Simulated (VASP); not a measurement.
# BeTe (F-43m) in VASP: a series of runs, part 2 of 2

VASP 6.6.1. The steps go on from the part before.

### Step 4. Vibrations by perturbation theory, PBEsol (volume scaled by 1.015)

Contents of INCAR:

```
ALGO = Normal ; EDIFF = 1E-8
ENCUT = 600 ; GGA = PS
GGA_COMPAT = False ; IBRION = 8
ISIF = 2 ; ISMEAR = 0
LASPH = True ; LCHARG = False
LREAL = False ; LWAVE = False
NELM = 120 ; NSW = 1
PREC = Accurate ; SIGMA = 0.01
```

Contents of KPOINTS:

```
k-points
0
Gamma
  6 6 6
```

Contents of POSCAR:

```
BeTe
1.0
    0.0000000000      2.8167302032      2.8167302032
    2.8167302032      0.0000000000      2.8167302032
    2.8167302032      2.8167302032      0.0000000000
Be Te
1 1
Direct
    0.0000000000      0.0000000000      0.0000000000
    0.7500000000      0.7500000000      0.7500000000
```

Potentials or basis: VASP PAW PBE potentials, release 64 (Be, Te).

On the command line:

```
> cat potpaw_PBE.64/Be/POTCAR potpaw_PBE.64/Te/POTCAR > POTCAR
> mpirun -np 1 vasp_std > vasp.out
```

OUTCAR:

```text
EDIFF = 1E-8
   ENCUT = 600
   GGA = PS
   IBRION = 8
   ISIF = 2
   ISMEAR = 0
   LASPH = True
   LREAL = False
   NELM = 120
   NSW = 1
   PREC = Accurate

 ion  position               nearest neighbor table
   1  0.000  0.000  0.000-   2 2.44   2 2.44   2 2.44   2 2.44
   2  0.750  0.750  0.750-   1 2.44   1 2.44   1 2.44   1 2.44

  LATTYP: Found a face centered cubic cell.
 ALAT       =     5.6334604064

  Lattice vectors:

 A1 = (   0.0000000000,   2.8167302032,   2.8167302032)
 A2 = (   2.8167302032,   0.0000000000,   2.8167302032)
 A3 = (   2.8167302032,   2.8167302032,   0.0000000000)

Analysis of symmetry for initial positions (statically):
=====================================================================
 Subroutine PRICEL returns:
 Original cell was already a primitive cell.

 Routine SETGRP: Setting up the symmetry group for a
 face centered cubic supercell.

 Subroutine GETGRP returns: Found 24 space group operations
 (whereof 24 operations were pure point group operations)
 out of a pool of 48 trial point group operations.

The static configuration has the point symmetry T_d .

Analysis of symmetry for dynamics (positions and initial velocities):
=====================================================================
 Subroutine PRICEL returns:
 Original cell was already a primitive cell.

 Routine SETGRP: Setting up the symmetry group for a
 face centered cubic supercell.

 Subroutine GETGRP returns: Found 24 space group operations
 (whereof 24 operations were pure point group operations)
[... 349 lines left out ...]
 -----------------------------------------------------------------------------------
    total drift:                               -0.000000     -0.000000     -0.000000

  FREE ENERGIE OF THE ION-ELECTRON SYSTEM (eV)
  ---------------------------------------------------
  free  energy   TOTEN  =        -8.2088402653 eV

  energy  without entropy=       -8.2088402653  energy(sigma->0) =       -8.20884027

[... ionic steps 2 to 3 ...]

--------------------------------------- Ionic step        4  -------------------------------------------

------------------------ aborting loop because EDIFF is reached ----------------------------------------

[... ionic steps 5 to 6 ...]

--------------------------------------- Ionic step        7  -------------------------------------------

 Free energy of the ion-electron system (eV)
  ---------------------------------------------------
  ---------------------------------------------------
  free energy    TOTEN  =        -0.04491037 eV

  energy without entropy =       -0.04491037

------------------------ aborting loop because EDIFF is reached ----------------------------------------

 INTERNAL STRAIN TENSOR  FOR ION    2  DIRECTION 1   (eV/Angst):
 -----------------------------------------------------------------------------
    -0.01595  0.00000  0.00000
     0.00000  0.01274  4.36700
     0.00000  4.36700  0.01274

 INTERNAL STRAIN TENSOR FOR ION    2 for displacements in x,y,z  (eV/Angst):
          X           Y           Z          XY          YZ          ZX
  --------------------------------------------------------------------------------
  x    -0.00000     0.00000     0.00000     0.00000     4.36700     0.00000
  y     0.00000    -0.00000     0.00000     0.00000     0.00000     4.36700
  z     0.00000     0.00000    -0.00000     4.36700     0.00000     0.00000

 SECOND DERIVATIVES (NOT SYMMETRIZED)
 ------------------------------------
               1X          1Y          1Z          2X          2Y          2Z
  1X    -6.681783    0.000000    0.000000    6.681783    0.000000    0.000000
  1Y     0.000000   -6.681783    0.000000    0.000000    6.681783    0.000000
  1Z     0.000000    0.000000   -6.681783    0.000000    0.000000    6.681783
  2X     6.679932    0.000000    0.000000   -6.679932    0.000000    0.000000
  2Y     0.000000    6.679932    0.000000    0.000000   -6.679932    0.000000
  2Z     0.000000    0.000000    6.679932    0.000000    0.000000   -6.679932

 Eigenvectors and eigenvalues of the dynamical matrix
 ----------------------------------------------------

   1 f  =   13.927685 THz    87.510226 2PiTHz  464.577568 cm-1    57.600251 meV
             X         Y         Z           dx          dy          dz
      0.000000  0.000000  0.000000     0.000000    0.966459    0.000000
      4.225095  4.225095  4.225095     0.000000   -0.256822    0.000000
[... 21 lines left out ...]
   6 f/i=    0.000479 THz     0.003010 2PiTHz    0.015979 cm-1     0.001981 meV
             X         Y         Z           dx          dy          dz
      0.000000  0.000000  0.000000     0.000000    0.000000   -0.256822
      4.225095  4.225095  4.225095     0.000000    0.000000   -0.966459

--------------------------------------------------------------------------------------------------------

 ELASTIC MODULI CONTR FROM IONIC RELAXATION (kBar)
 Direction    XX          YY          ZZ          XY          YZ          ZX
 --------------------------------------------------------------------------------
 XX          -0.0000      0.0000      0.0000      0.0000      0.0000     -0.0000
 YY           0.0000     -0.0000      0.0000     -0.0000      0.0000      0.0000
 ZZ           0.0000      0.0000     -0.0000      0.0000     -0.0000     -0.0000
 XY           0.0000     -0.0000      0.0000   -107.9941     -0.0000      0.0000
 YZ           0.0000      0.0000     -0.0000     -0.0000   -107.9941      0.0000
 ZX          -0.0000      0.0000     -0.0000      0.0000      0.0000   -107.9941
 --------------------------------------------------------------------------------
```

Run time: 2.1 min. Hardware: 1 thread of Intel Xeon 8259CL, shared host; peak memory 0.23 GiB.

Results:

* Highest phonon frequency at Γ, LO-TO splitting left out: 465 cm⁻¹

Phonon frequencies in cm⁻¹ (negative: imaginary):
```
              q point        frequencies
(0.000, 0.000, 0.000)  0 0 0 465 465 465
```

Caveat: the cell differs from its parent crystal (volume scaled by 1.015); the PAW data sets were made with another functional, which shifts forces and pressure a little; spin-orbit coupling is left out, which moves the levels of the heavy elements.

### Step 5. Vibrations by perturbation theory, PBEsol

This run uses another cell than the first one, of 21.69 Å³/atom, 0.985 times its volume.

Contents of INCAR:

```
SYSTEM = BeTe
ALGO     = Normal         ! electronic algorithm
EDIFF    = 1E-8           ! SCF threshold, eV
ENCUT    = 600            ! plane-wave cutoff, eV
GGA      = PS             ! functional
GGA_COMPAT= .False.      
IBRION   = 8              ! ionic algorithm
ISIF     = 2              ! what is computed and relaxed
ISMEAR   = 0              ! smearing method
LASPH    = .True.         ! aspherical terms in the spheres
LCHARG   = .False.        ! write CHGCAR
LREAL    = .False.        ! projectors in reciprocal space
LWAVE    = .False.        ! write WAVECAR
NBANDS   = 11             ! bands
NELM     = 120            ! most SCF steps
NSW      = 1              ! ionic steps
PREC     = Accurate       ! precision mode
SIGMA    = 0.1            ! smearing width, eV
```

Contents of KPOINTS:

```
k-points
0
Gamma
  8 8 8
  0 0 0
```

Contents of POSCAR:

```
BeTe
1.0
    0.0000000000      2.7887011776      2.7887011776
    2.7887011776      0.0000000000      2.7887011776
    2.7887011776      2.7887011776      0.0000000000
Be Te
1 1
Direct
    0.0000000000      0.0000000000      0.0000000000
    0.7500000000      0.7500000000      0.7500000000
```

Potentials or basis: VASP PAW PBE potentials, release 64 (Be, Te).

On the command line:

```
> cat potpaw_PBE.64/Be/POTCAR potpaw_PBE.64/Te/POTCAR > POTCAR
> mpirun -np 1 vasp_std > vasp.out
```

OUTCAR:

```text
SYSTEM = BeTe
   EDIFF = 1E-8
   ENCUT = 600
   GGA = PS
   IBRION = 8
   ISIF = 2
   ISMEAR = 0
   LASPH = .True.
   LREAL = .False.
   NELM = 120
   NSW = 1
   PREC = Accurate

 ion  position               nearest neighbor table
   1  0.000  0.000  0.000-   2 2.42   2 2.42   2 2.42   2 2.42
   2  0.750  0.750  0.750-   1 2.42   1 2.42   1 2.42   1 2.42

  LATTYP: Found a face centered cubic cell.
 ALAT       =     5.5774023552
[... 593 lines left out ...]
 ------------------------------------
               1X          1Y          1Z          2X          2Y          2Z
  1X    -7.239269    0.000000    0.000000    7.239269    0.000000    0.000000
  1Y     0.000000   -7.239269    0.000000    0.000000    7.239269    0.000000
  1Z     0.000000    0.000000   -7.239269    0.000000    0.000000    7.239269
  2X     7.238645    0.000000    0.000000   -7.238645    0.000000    0.000000
  2Y     0.000000    7.238645    0.000000    0.000000   -7.238645    0.000000
  2Z     0.000000    0.000000    7.238645    0.000000    0.000000   -7.238645

 Eigenvectors and eigenvalues of the dynamical matrix
 ----------------------------------------------------

   1 f  =   14.497157 THz    91.088323 2PiTHz  483.573100 cm-1    59.955396 meV
             X         Y         Z           dx          dy          dz
      0.000000  0.000000  0.000000    -0.948193    0.186979    0.000000
      4.183052  4.183052  4.183052     0.251992   -0.049692    0.000000
[... 21 lines left out ...]
   6 f/i=    0.000155 THz     0.000975 2PiTHz    0.005176 cm-1     0.000642 meV
             X         Y         Z           dx          dy          dz
      0.000000  0.000000  0.000000     0.012541    0.190105    0.172256
      4.183052  4.183052  4.183052     0.047189    0.715323    0.648164

--------------------------------------------------------------------------------------------------------

 ELASTIC MODULI CONTR FROM IONIC RELAXATION (kBar)
 Direction    XX          YY          ZZ          XY          YZ          ZX
 --------------------------------------------------------------------------------
 XX          -0.0000      0.0000      0.0000      0.0000     -0.0000      0.0000
 YY           0.0000     -0.0000     -0.0000      0.0000      0.0000      0.0000
 ZZ           0.0000     -0.0000     -0.0000     -0.0000      0.0000      0.0000
 XY           0.0000      0.0000     -0.0000   -146.3435      0.0000      0.0000
 YZ          -0.0000      0.0000      0.0000      0.0000   -146.3435      0.0000
 ZX           0.0000      0.0000      0.0000      0.0000      0.0000   -146.3435
 --------------------------------------------------------------------------------
```

Wall time 4.2 min (1 thread of Intel Xeon 8259CL, shared host); peak memory 0.29 GiB.

Results:

```
Highest phonon frequency at Γ, LO-TO splitting left out : 484 cm⁻¹
```

Phonon frequencies in cm⁻¹ (negative: imaginary):
| q point | frequencies |
| --- | --- |
| (0.000, 0.000, 0.000) | 0 0 0 484 484 484 |

Caveat: the cell wasn't relaxed at this level first, which shifts response properties; the PAW data sets were made with another functional, which shifts forces and pressure a little; spin-orbit coupling is left out, which moves the levels of the heavy elements.
